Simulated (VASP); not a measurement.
# SiO2 (I-42d) in VASP: notebook

SiO2 is run at these levels: LDA; tasks: single point, relaxation of shape and atoms at fixed volume.

All numbers are computed with VASP 6.6.1; they aren't measurements. Logs are shortened: lines on timing, memory, paths and dates and some standing lists are left out, and cuts for length are marked.

## (1) The cell of the first run

Symmetry: I-42d, No. 122, tetragonal system. The conventional cell has a = 4.925 Å, b = 4.925 Å, c = 7.287 Å, α = 90.00°, β = 90.00°, γ = 90.00°. Si (site symmetry -4) has 4 O at 1.61 Å within 2.1 Å. O (site symmetry 2) has 2 Si at 1.61 Å within 2.1 Å.

## (2) Single point, LDA

Contents of INCAR:

```
SYSTEM = SiO2
PREC = Accurate
ENCUT = 520
EDIFF = 1E-6
ISMEAR = 0
SIGMA = 0.02
LREAL = .False.
LASPH = .True.
NELM = 100
ALGO = Normal
ISIF = 2
LWAVE = .False.
LCHARG = .True.
LELF = .True.
LVHAR = .True.
NBANDS = 25
```

Contents of KPOINTS:

```
Automatic mesh
0
Gamma
  8 8 8
  0 0 0
```

Contents of POSCAR:

```
SiO2
1.0
   -2.4624994460      2.4624994460      3.6436693974
    2.4624994460     -2.4624994460      3.6436693974
    2.4624994460      2.4624994460     -3.6436693974
Si O
2 4
Direct
    0.0000000000      0.0000000000      0.0000000000
    0.7500000000      0.2500000000      0.5000000000
    0.9742770065      0.6250000000      0.8492770065
    0.3750000000      0.2242770065      0.3492770065
    0.7757229935      0.1250000000      0.1507229935
    0.8750000000      0.0257229935      0.6507229935
```

Potentials or basis: VASP PAW LDA potentials, release 64 (Si, O).

Launch:

```sh
cat potpaw_LDA.64/Si/POTCAR potpaw_LDA.64/O/POTCAR > POTCAR
mpirun -np 1 vasp_std > vasp.out
```

OUTCAR:

```text
SYSTEM = SiO2
   PREC = Accurate
   ENCUT = 520
   EDIFF = 1E-6
   ISMEAR = 0
   LREAL = .False.
   LASPH = .True.
   NELM = 100
   ISIF = 2

 ion  position               nearest neighbor table
   1  0.000  0.000  0.000-   6 1.61   4 1.61   5 1.61   3 1.61   2 3.06   2 3.06   2 3.06   2 3.06

   2  0.750  0.250  0.500-   5 1.61   4 1.61   3 1.61   6 1.61   1 3.06   1 3.06   1 3.06   1 3.06

   3  0.974  0.625  0.849-   1 1.61   2 1.61
   4  0.375  0.224  0.349-   1 1.61   2 1.61
   5  0.776  0.125  0.151-   2 1.61   1 1.61
   6  0.875  0.026  0.651-   1 1.61   2 1.61

  LATTYP: Found a body centered tetragonal cell.
 ALAT       =     4.9249988920
 C/A-ratio  =     1.4796630323

  Lattice vectors:

 A1 = (  -2.4624994460,   2.4624994460,   3.6436693974)
 A2 = (   2.4624994460,  -2.4624994460,   3.6436693974)
 A3 = (   2.4624994460,   2.4624994460,  -3.6436693974)

Analysis of symmetry for initial positions (statically):
=====================================================================
 Subroutine PRICEL returns:
 Original cell was already a primitive cell.

 Routine SETGRP: Setting up the symmetry group for a
 body centered tetragonal supercell.

 Subroutine GETGRP returns: Found  8 space group operations
 (whereof  4 operations were pure point group operations)
 out of a pool of 16 trial point group operations.

The static configuration has the point symmetry S_4 .
 The point group associated with its full space group is D_2d.

Analysis of symmetry for dynamics (positions and initial velocities):
=====================================================================
 Subroutine PRICEL returns:
 Original cell was already a primitive cell.

 Routine SETGRP: Setting up the symmetry group for a
 body centered tetragonal supercell.

 Subroutine GETGRP returns: Found  8 space group operations
 (whereof  4 operations were pure point group operations)
 out of a pool of 16 trial point group operations.

The dynamic configuration has the point symmetry S_4 .
 The point group associated with its full space group is D_2d.

 Subroutine INISYM returns: Found  8 space group operations
 (whereof  4 operations are pure point group operations),
 and found     1 'primitive' translations

----------------------------------------------------------------------------------------

                                     Primitive cell

  volume of cell :      88.3794

  direct lattice vectors                    reciprocal lattice vectors
    -2.462499446  2.462499446  3.643669397     0.000000000  0.203045731  0.137224305
     2.462499446 -2.462499446  3.643669397     0.203045731  0.000000000  0.137224305
     2.462499446  2.462499446 -3.643669397     0.203045731  0.203045731  0.000000000

  length of vectors
     5.040251355  5.040251355  5.040251355     0.245067498  0.245067498  0.287150027

  position of ions in fractional coordinates (direct lattice)
     0.000000000  0.000000000  0.000000000
     0.750000000  0.250000000  0.500000000
     0.974277007  0.625000000  0.849277007
     0.375000000  0.224277007  0.349277007
     0.775722993  0.125000000  0.150722993
     0.875000000  0.025722993  0.650722993

  ion indices of the primitive-cell ions
   primitive index   ion index
                 1           1
                 2           2
                 3           3
                 4           4
                 5           5
                 6           6

----------------------------------------------------------------------------------------

 KPOINTS: Automatic mesh

Automatic generation of k-mesh.
 Grid dimensions read from file:
 generate k-points for:    8    8    8

 Generating k-lattice:

  Cartesian coordinates                     Fractional coordinates (reciprocal lattice)
     0.000000000  0.025380716  0.017153038     0.125000000 -0.000000000  0.000000000
     0.025380716  0.000000000  0.017153038    -0.000000000  0.125000000  0.000000000
     0.025380716  0.025380716  0.000000000     0.000000000  0.000000000  0.125000000

  Length of vectors
[... 58 lines left out ...]
     24      12.2651      0.00000
     25      12.6169      0.00000

 k-point     4 :       0.3750    0.0000   -0.0000
  band No.  band energies     occupation
      1     -19.2457      2.00000
      2     -17.9845      2.00000
      3     -17.4399      2.00000
      4     -17.4011      2.00000
      5      -9.0260      2.00000
      6      -6.5279      2.00000
[... 17 lines left out ...]
     24      12.0560      0.00000
     25      13.1338      0.00000

 k-point     5 :       0.5000    0.0000    0.0000
  band No.  band energies     occupation
      1     -19.1479      2.00000
      2     -18.1171      2.00000
      3     -17.4420      2.00000
      4     -17.4055      2.00000
      5      -8.8463      2.00000
      6      -6.6292      2.00000
[... 17 lines left out ...]
     24      12.5009      0.00000
     25      12.6942      0.00000

 k-point     6 :       0.1250    0.1250    0.0000
  band No.  band energies     occupation
      1     -19.4809      2.00000
      2     -17.6197      2.00000
      3     -17.4334      2.00000
      4     -17.3952      2.00000
      5      -9.5297      2.00000
      6      -6.3040      2.00000
[... 17 lines left out ...]
     24      12.1920      0.00000
     25      12.9077      0.00000
[... 393 lines left out ...]
 k-point    21 :       0.5000    0.5000    0.0000
  band No.  band energies     occupation
      1     -18.6587      2.00000
      2     -18.6587      2.00000
      3     -17.4400      2.00000
      4     -17.4400      2.00000
      5      -7.8736      2.00000
      6      -7.8736      2.00000
[... 17 lines left out ...]
     24      10.9748      0.00000
     25      12.4261      0.00000

 k-point    22 :       0.1250    0.1250    0.1250
  band No.  band energies     occupation
      1     -19.2994      2.00000
      2     -17.9026      2.00000
      3     -17.4428      2.00000
      4     -17.3986      2.00000
      5      -9.1249      2.00000
      6      -6.6702      2.00000
[... 17 lines left out ...]
     24      11.9828      0.00000
     25      12.5045      0.00000

 k-point    23 :       0.2500    0.1250    0.1250
  band No.  band energies     occupation
      1     -19.1180      2.00000
      2     -18.1452      2.00000
      3     -17.4492      2.00000
      4     -17.4111      2.00000
      5      -8.7500      2.00000
      6      -6.9260      2.00000
[... 17 lines left out ...]
     24      12.0693      0.00000
     25      12.6294      0.00000

 k-point    24 :       0.3750    0.1250    0.1250
  band No.  band energies     occupation
      1     -19.0105      2.00000
      2     -18.2777      2.00000
      3     -17.4510      2.00000
      4     -17.4168      2.00000
      5      -8.5519      2.00000
      6      -7.0743      2.00000
[... 17 lines left out ...]
     24      12.3805      0.00000
     25      12.8392      0.00000

 [... further k-points ...]
[... 5 lines left out ...]
  --------------------------------------------------------------------------------------
  -------------------------------------------------------------------------------------
  Total        0.3050282      0.3050282      0.3065457      0.0000000      0.0000000      0.0000000
  in kB        5.5296712      5.5296712      5.5571817      0.0000000      0.0000000      0.0000000
  external PRESSURE =       5.5388414 kB  Pullay stress =       0.0000000 kB

 VOLUME and BASIS-vectors are now :
 -----------------------------------------------------------------------------
  energy-cutoff  :      520.00
  volume of cell :       88.38
      direct lattice vectors                 reciprocal lattice vectors
    -2.462499446  2.462499446  3.643669397     0.000000000  0.203045731  0.137224305
     2.462499446 -2.462499446  3.643669397     0.203045731  0.000000000  0.137224305
     2.462499446  2.462499446 -3.643669397     0.203045731  0.203045731  0.000000000

 POSITION                                       TOTAL-FORCE (eV/Angst)
 -----------------------------------------------------------------------------------
      0.00000      0.00000      0.00000        -0.000000      0.000000      0.000000
      0.00000      2.46250      1.82183        -0.000000      0.000000     -0.000000
      1.23125      2.95144      2.73275        -0.000000      0.027669     -0.000000
      0.48894      1.23125      0.91092         0.027669      0.000000     -0.000000
     -1.23125      1.97356      2.73275        -0.000000     -0.027669     -0.000000
     -0.48894      3.69375      0.91092        -0.027669      0.000000     -0.000000
 -----------------------------------------------------------------------------------
    total drift:                                0.000001      0.000001      0.000000

  FREE ENERGIE OF THE ION-ELECTRON SYSTEM (eV)
  ---------------------------------------------------
  free  energy   TOTEN  =       -51.8760701555 eV

  energy  without entropy=      -51.8760701555  energy(sigma->0) =      -51.87607016
```

It took 2.3 min on 1 thread of Intel Xeon Platinum 8488C (Sapphire Rapids), shared host; peak memory 0.25 GiB.

Results:

| Quantity | Value |
| --- | --- |
| Free energy | -51.8761 eV |
| Pressure | 0.6 GPa |
| Largest force | 0.028 eV/Å |
| Band gap on the k mesh | 5.76 eV, direct |

Forces in eV/Å, atoms in the order of the input:
```
Si   0.000  0.000  0.000
Si   0.000  0.000  0.000
O    0.000  0.028  0.000
O    0.028  0.000  0.000
O    0.000 -0.028  0.000
O   -0.028  0.000  0.000
```

## (3) Single point, LDA

Contents of INCAR:

```
PREC = Accurate
ENCUT = 520
EDIFF = 1E-6
ISMEAR = 0
SIGMA = 0.02
LREAL = F
LASPH = T
NELM = 100
ALGO = Normal
ISIF = 2
LWAVE = F
LCHARG = F
NBANDS = 25
```

Contents of KPOINTS:

```
regular mesh
0
Gamma
  8 8 8
```

POSCAR is that of step 2.

Potentials or basis: VASP PAW LDA potentials, release 64 (Si, O).

Launch:

```sh
cat potpaw_LDA.64/Si/POTCAR potpaw_LDA.64/O/POTCAR > POTCAR
mpirun -np 1 vasp_std > vasp.out
```

Wall time 2.2 min (1 thread of Intel Xeon Platinum 8488C (Sapphire Rapids), shared host); peak memory 0.24 GiB.

The run converged. Its results:

```yaml
Free_energy: -51.8761 eV
Pressure: 0.6 GPa
Largest_force: 0.028 eV/Å
Band_gap_on_the_k_mesh: 5.76 eV, direct
```

Forces in eV/Å, atoms in the order of the input:
```
Si   0.000  0.000  0.000
Si   0.000  0.000  0.000
O    0.000  0.028  0.000
O    0.028  0.000  0.000
O    0.000 -0.028  0.000
O   -0.028  0.000  0.000
```

Levels at points of the mesh, in eV from the valence-band top:
```
           k point  band 13  band 14  band 15  band 16  band 17  band 18  band 19  band 20
(0.00, 0.00, 0.00)    -1.57    -0.70     0.00     0.00     5.76     8.60    10.57    10.57
(0.50, 0.00, 0.00)    -1.52    -0.79    -0.48    -0.15     8.16     8.74     9.50    10.08
(0.50, 0.50, 0.00)    -0.99    -0.99    -0.33    -0.33     8.97     8.97    10.09    10.09
(0.50, 0.50, 0.50)    -1.50    -1.50    -0.32    -0.32     8.73     8.73    10.03    10.03
```

## (4) Single point, LDA (volume scaled by 1.03, then relaxed in part)

Contents of INCAR:

```
PREC = Accurate ; ENCUT = 520
EDIFF = 1E-7 ; ISMEAR = 0
SIGMA = 0.02 ; LREAL = F
LASPH = T ; NELM = 80
ALGO = Normal ; ISIF = 2
LWAVE = F ; LCHARG = F
NBANDS = 25
```

Contents of KPOINTS:

```
Automatic mesh
0
Gamma
  8 8 8
```

Contents of POSCAR:

```
SiO2
1.0
   -2.4950925246      2.4950925246      3.6555704887
    2.4950925246     -2.4950925246      3.6555704887
    2.4950925246      2.4950925246     -3.6555704887
Si O
2 4
Direct
    0.0000000000      0.0000000000      0.0000000000
    0.7500000000      0.2500000000      0.5000000000
    0.9630318137      0.6250000000      0.8380318137
    0.3750000000      0.2130318137      0.3380318137
    0.7869681863      0.1250000000      0.1619681863
    0.8750000000      0.0369681863      0.6619681863
```

Launch:

```sh
cat potpaw_LDA.64/Si/POTCAR potpaw_LDA.64/O/POTCAR > POTCAR
mpirun -np 1 vasp_std > vasp.out
```

Run time: 2.4 min. Hardware: 1 thread of Intel Xeon Platinum 8488C (Sapphire Rapids), shared host; peak memory 0.24 GiB.

Results (log left out):

| Quantity | Value |
| --- | --- |
| Free energy | -51.8781 eV |
| Pressure | -0.1 GPa |
| Largest force | 0.021 eV/Å |
| Band gap on the k mesh | 5.66 eV, direct |

Forces in eV/Å, atoms in the order of the input:
```
Si   0.000  0.000  0.000
Si   0.000  0.000  0.000
O    0.000  0.021  0.000
O    0.021  0.000  0.000
O    0.000 -0.021  0.000
O   -0.021  0.000  0.000
```

Levels at points of the mesh, in eV from the valence-band top:
| k point | band 13 | band 14 | band 15 | band 16 | band 17 | band 18 | band 19 | band 20 |
| --- | --- | --- | --- | --- | --- | --- | --- | --- |
| (0.00, 0.00, 0.00) | -1.68 | -0.58 | 0.00 | 0.00 | 5.66 | 8.59 | 10.15 | 10.15 |
| (0.50, 0.00, 0.00) | -1.61 | -0.84 | -0.58 | -0.12 | 8.02 | 8.57 | 9.30 | 10.03 |
| (0.50, 0.50, 0.00) | -1.08 | -1.08 | -0.39 | -0.39 | 8.78 | 8.78 | 10.07 | 10.07 |
| (0.50, 0.50, 0.50) | -1.49 | -1.49 | -0.39 | -0.39 | 8.61 | 8.61 | 10.20 | 10.20 |

Caveat: the cell differs from its parent crystal (volume scaled by 1.03, then relaxed in part). A k mesh can miss the band edges.

## (5) Single point, LDA (volume scaled by 1.06, then relaxed in part)

Contents of INCAR:

```
SYSTEM = SiO2
PREC = Accurate ; ENCUT = 520
EDIFF = 1E-6 ; ISMEAR = 0
SIGMA = 0.02 ; LREAL = .FALSE.
LASPH = .TRUE. ; NELM = 60
ALGO = Normal ; ISIF = 2
LWAVE = .FALSE. ; LCHARG = .FALSE.
NBANDS = 25
```

Contents of KPOINTS:

```
Automatic mesh
0
G
  8 8 8
  0 0 0
```

Contents of POSCAR:

```
SiO2
1.0
   -2.5269861588      2.5269861588      3.6676795769
    2.5269861588     -2.5269861588      3.6676795769
    2.5269861588      2.5269861588     -3.6676795769
Si O
2 4
Direct
    0.0000000000      0.0000000000      0.0000000000
    0.7500000000      0.2500000000      0.5000000000
    0.9506410185      0.6250000000      0.8256410185
    0.3750000000      0.2006410185      0.3256410185
    0.7993589815      0.1250000000      0.1743589815
    0.8750000000      0.0493589815      0.6743589815
```

Launch:

```sh
cat potpaw_LDA.64/Si/POTCAR potpaw_LDA.64/O/POTCAR > POTCAR
mpirun -np 1 vasp_std > vasp.out
```

It took 2.3 min on 1 thread of Intel Xeon Platinum 8488C (Sapphire Rapids), shared host; peak memory 0.24 GiB.

It converged, with:

```
Free energy            : -51.8712 eV
Pressure               : -0.6 GPa
Largest force          : 0.019 eV/Å
Band gap on the k mesh : 5.56 eV, direct
```

Forces in eV/Å, atoms in the order of the input:
```
Si   0.000  0.000  0.000
Si   0.000  0.000  0.000
O    0.000  0.019  0.000
O    0.019  0.000  0.000
O    0.000 -0.019  0.000
O   -0.019  0.000  0.000
```

Levels at points of the mesh, in eV from the valence-band top:
| k point | band 14 | band 15 | band 16 | band 17 | band 18 | band 19 |
| --- | --- | --- | --- | --- | --- | --- |
| (0.00, 0.00, 0.00) | -0.46 | 0.00 | 0.00 | 5.56 | 8.58 | 9.73 |
| (0.50, 0.00, 0.00) | -0.88 | -0.68 | -0.09 | 7.89 | 8.40 | 9.08 |
| (0.50, 0.50, 0.00) | -1.17 | -0.45 | -0.45 | 8.61 | 8.61 | 10.09 |
| (0.50, 0.50, 0.50) | -1.49 | -0.46 | -0.46 | 8.48 | 8.48 | 10.37 |

Caveat: the cell differs from its parent crystal (volume scaled by 1.06, then relaxed in part). A k mesh can miss the band edges.

## (6) Relaxation of shape and atoms at fixed volume, LDA (volume scaled by 0.94)

Contents of INCAR:

```
PREC = Accurate ; ENCUT = 600
EDIFF = 1E-6 ; ISMEAR = 0
SIGMA = 0.02 ; LREAL = F
LASPH = T ; NELM = 100
ALGO = Normal ; ISIF = 4
LWAVE = F ; LCHARG = F
GGA = CA ; IBRION = 2
NSW = 50 ; EDIFFG = -0.01
```

Contents of KPOINTS:

```
Automatic mesh
0
Gamma
  8 8 8
```

Contents of POSCAR:

```
SiO2
1.0
   -2.4044339074      2.4044339074      3.5924721831
    2.4044339074     -2.4044339074      3.5924721831
    2.4044339074      2.4044339074     -3.5924721831
Si O
2 4
Direct
    0.0000000000      0.0000000000      0.0000000000
    0.7500000000      0.2500000000      0.5000000000
    0.9848663545      0.6250000000      0.8598663545
    0.3750000000      0.2348663545      0.3598663545
    0.7651336455      0.1250000000      0.1401336455
    0.8750000000      0.0151336455      0.6401336455
```

Potentials or basis: VASP PAW LDA potentials, release 64 (Si, O).

Launch:

```sh
cat potpaw_LDA.64/Si/POTCAR potpaw_LDA.64/O/POTCAR > POTCAR
mpirun -np 1 vasp_std > vasp.out
```

Wall time 6.1 min (1 thread of Intel Xeon Platinum 8488C (Sapphire Rapids), shared host); peak memory 0.25 GiB.

Results (log left out):

```yaml
Free_energy: -51.8596 eV
Energy_gained_by_relaxing: 8.1 meV/atom
Ionic_steps: 6
Pressure_after_relaxing: 1.3 GPa
Band_gap_on_the_k_mesh: 5.98 eV, direct
```

The path:
```
step  energy change (eV)  largest force (eV/Å)  pressure (GPa)  volume (Å³)
   1              0.0000                0.4400            6.84        83.08
   2             -0.0301                0.2623            4.54        83.08
   3             -0.0459                0.0384            1.95        83.08
   4             -0.0463                0.0014            1.47        83.08
   5             -0.0472                0.0005            1.44        83.08
   6             -0.0484                0.0007            1.30        83.08
```

Final structure:
```
Si O
1.0
    -2.39177    2.39177    3.63061
     2.39177   -2.39177    3.63061
     2.39177    2.39177   -3.63061
Si O
2 4
Direct
  0.00000 0.00000 0.00000
  0.75000 0.25000 0.50000
  0.99605 0.62500 0.87105
  0.37500 0.24605 0.37105
  0.75395 0.12500 0.12895
  0.87500 0.00395 0.62895
```

Levels at points of the mesh, in eV from the valence-band top:
```csv
k point,band 12,band 13,band 14,band 15,band 16,band 17,band 18,band 19,band 20
"(0.00, 0.00, 0.00)",-1.41,-1.34,-0.93,0.00,0.00,5.98,8.56,11.37,11.37
"(0.50, 0.00, 0.00)",-1.49,-1.33,-0.68,-0.27,-0.20,8.43,9.10,9.84,10.21
"(0.50, 0.50, 0.00)",-1.95,-0.78,-0.78,-0.21,-0.21,9.38,9.38,10.19,10.19
"(0.50, 0.50, 0.50)",-1.97,-1.49,-1.49,-0.16,-0.16,8.98,8.98,9.69,9.69
```

Caveat: the cell differs from its parent crystal (volume scaled by 0.94). A k mesh can miss the band edges.

## (7) Overview

| task | cell | cutoff (eV) | gap on the mesh (eV) | pressure (GPa) | largest force (eV/Å) |
| --- | --- | --- | --- | --- | --- |
| single point | a = 5.040 Å, angles 121.5, 121.5, 87.4°, 6 atoms | 520 | 5.76 | 0.6 | 0.03 |
| single point | a = 5.081 Å, angles 121.2, 121.2, 88.0°, 6 atoms | 520 | 5.66 | -0.1 | 0.02 |
| single point | a = 5.121 Å, angles 120.9, 120.9, 88.5°, 6 atoms | 520 | 5.56 | -0.6 | 0.02 |
| relaxation of shape and atoms at fixed volume | relaxed from a = 4.947 Å, angles 121.8, 121.8, 86.9°, 6 atoms | 600 | 5.98 | 1.3 | - |

Alike in all rows: level LDA; potentials or basis VASP PAW LDA potentials, release 64 (Si, O); no spin polarisation; k mesh 8 × 8 × 8; smearing gaussian 0.02 eV.

Absolute energies hang on the potentials; compare differences alone.
